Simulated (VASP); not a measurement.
Set up this calculation in VASP 6.6.1, as the native input.

| Item | Value |
| --- | --- |
| Task | single point |
| Functional | PBE |
| Potentials or basis | VASP PAW PBE potentials, release 64 (V_sv, N) |
| Cutoff | 520 eV |
| k mesh | 16 × 16 × 16 |
| Occupations | gaussian, width 0.15 eV |
| Spin | no spin polarisation |
| Dipole correction | no |
| Further INCAR settings | ALGO = Normal; EDIFF = 1e-06; NBANDS = 32 |

The structure of VN2 lies in POSCAR:

```
VN2
1.0
   -2.2610164389      2.2610164389      2.4221350486
    2.2610164389     -2.2610164389      2.4221350486
    2.2610164389      2.2610164389     -2.4221350486
V N
2 4
Direct
    0.2500000000      0.2500000000      0.0000000000
    0.7500000000      0.7500000000      0.0000000000
    0.1135731475      0.6135731475      0.7271462950
    0.6135731475      0.8864268525      0.5000000000
    0.8864268525      0.3864268525      0.2728537050
    0.3864268525      0.1135731475      0.5000000000
```

This cell differs from its parent crystal: strain +0.050 along x and y, -0.025 along z.

One way to write it, as run:

INCAR

```
SYSTEM = VN2
ALGO = Normal ; EDIFF = 1E-6
ENCUT = 520 ; GGA = PE
ISIF = 2 ; ISMEAR = 0
LASPH = .True. ; LCHARG = .False.
LREAL = .False. ; LWAVE = .False.
NBANDS = 32 ; NELM = 100
PREC = Accurate ; SIGMA = 0.15
```

KPOINTS

```
k-points
0
Gamma
  16 16 16
  0 0 0
```

Potentials or basis: VASP PAW PBE potentials, release 64 (V_sv, N).

Command:

```sh
$ cat potpaw_PBE.64/V_sv/POTCAR potpaw_PBE.64/N/POTCAR > POTCAR
$ mpirun -np 1 vasp_std > vasp.out
```

Results of the run:

- Pressure: -21.3 GPa
- Largest force: 0.613 eV/Å
- Band gap on the k mesh: zero (bands 23 and 24 overlap by 0.34 eV)

Caveat: the cell differs from its parent crystal (strain +0.050 along x and y, -0.025 along z); the cell stands under tension; the run has no spin polarisation, though such a crystal can be magnetic.

It took 17 min on 1 thread of Intel Xeon 8259CL (shared host), peak memory 0.51 GiB.
